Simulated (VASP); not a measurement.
Set up this calculation in VASP 6.6.1, as the native input.

- Task: single point
- Functional: PBEsol
- Potentials or basis: VASP PAW PBE potentials, release 64 (C)
- Cutoff: 600 eV
- k mesh: 5 × 5 × 5
- Occupations: fermi-dirac, width 0.1 eV
- Spin: no spin polarisation
- Dipole correction: no
- Further INCAR settings: ALGO = Normal; EDIFF = 1e-06; NBANDS = 11

The structure of C lies in POSCAR:

```
C
1.0
    0.0000000000      1.7833700000      1.7833700000
    1.7833700000      0.0000000000      1.7833700000
    1.7833700000      1.7833700000      0.0000000000
C
2
Direct
    0.0137229735     -0.0076679073      0.0017457172
    0.2362770265      0.2576679073      0.2482542828
```

One way to write it, as run:

INCAR

```
SYSTEM = C
PREC = Accurate ; ENCUT = 600
EDIFF = 1E-6 ; ISMEAR = -1
SIGMA = 0.1 ; LREAL = .FALSE.
LASPH = .TRUE. ; NELM = 120
ALGO = Normal ; ISIF = 2
LWAVE = .FALSE. ; LCHARG = .FALSE.
GGA = PS ; NBANDS = 11
GGA_COMPAT = .FALSE.
```

KPOINTS

```
regular mesh
0
G
  5 5 5
  0 0 0
```

Potentials or basis: VASP PAW PBE potentials, release 64 (C).

Run with:

```sh
$ cat potpaw_PBE.64/C/POTCAR > POTCAR
$ mpirun -np 1 vasp_std > vasp.out
```

Results of the run:

The pressure is -2.8 GPa, the largest force is 2.216 eV/Å and the band gap on the k mesh is 2.91 eV, indirect (least direct gap 3.59 eV).

Caveat: the k points lie up to 0.61 Å⁻¹ apart; the PAW data sets were made with another functional, which shifts forces and pressure a little.

It took 5.8 s on 1 thread of Intel Xeon 6975P-C (shared host), peak memory 0.12 GiB.
